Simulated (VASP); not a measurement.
Yb:

```
Yb
1.0
     3.87990    0.00000    0.00000
    -1.93995    3.36009    0.00000
     0.00000    0.00000    6.38590
Yb
2
Direct
  0.66667 0.33333 0.75000
  0.33333 0.66667 0.25000
```

This isn't the form of Yb at room conditions, which is fcc.

Base run:

- Program: VASP 6.6.1
- Functional: PBEsol
- Potentials or basis: VASP PAW PBE potentials, release 64 (Yb)
- Cutoff: 520 eV
- k mesh: 7 × 7 × 4
- Occupations: fermi-dirac, width 0.05 eV
- Spin: collinear spin, ferromagnetic start
- Starting moments: [0.25, 0.25] μB
- Fixed moment: 0.5 μB

Its results: pressure -0.5 GPa; site moments Yb +0.10 μB.

Question: The run is repeated on the same cell with these changes: fixed moment from 0.5 μB to 1.5 μB; moments at the start from [0.25, 0.25] to [0.75, 0.75]. What comes out?

Answer: Pressure -3.4 GPa; site moments Yb +0.35 μB.

Caveats: the PAW data sets were made with another functional, which shifts forces and pressure a little; the total moment is fixed, so each spin has its own Fermi level; the cell stands under tension (at least some runs).
